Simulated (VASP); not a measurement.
A run of VASP 6.6.1 is set up as follows.

File INCAR:

```
SYSTEM = Cu
PREC     = Accurate       ! precision mode
ENCUT    = 520            ! plane-wave cutoff, eV
EDIFF    = 1E-6           ! SCF threshold, eV
ISMEAR   = 0              ! smearing method
SIGMA    = 0.15           ! smearing width, eV
LREAL    = .FALSE.        ! projectors in reciprocal space
LASPH    = .TRUE.         ! aspherical terms in the spheres
NELM     = 100            ! most SCF steps
ALGO     = Fast           ! electronic algorithm
ISIF     = 2              ! what is computed and relaxed
LWAVE    = .FALSE.        ! write WAVECAR
LCHARG   = .FALSE.        ! write CHGCAR
GGA      = CA             ! functional
NBANDS   = 18             ! bands
```

Contents of KPOINTS:

```
regular mesh
0
G
  20 20 18
  0 0 0
```

Contents of POSCAR:

```
Cu
1.0
    1.1988715060     -3.9071941049      0.0000000000
    1.1988715060      3.9071941049      0.0000000000
    0.0000000000      0.0000000000      2.4356971987
Cu
2
Direct
    0.1337548427      0.8662451573      0.1596767857
    0.8662451573      0.1337548427      0.8403232143
```

Potentials or basis: VASP PAW LDA potentials, release 64 (Cu).

Run with:

```console
$ cat potpaw_LDA.64/Cu/POTCAR > POTCAR
$ mpirun -np 1 vasp_std > vasp.out
```

Problem. What does it give for the largest force?

Solution. 1.211 eV/Å.

Problem. Estimate the band gap on the k mesh.

Solution. Zero (bands 11 and 12 overlap by 5.68 eV).

Problem. Estimate the pressure.

Solution. 7.1 GPa.

Forces on the atoms (eV/Å):
```
Cu   0.000  0.081  1.209
Cu   0.000 -0.081 -1.209
```

Caveat: the cell differs from its parent crystal (atoms displaced along a vibrational mode); the stress differs along the axes, from -1 to 18 GPa; forces of over 1 eV/Å act on the atoms, so gaps and moduli don't describe the material at rest.
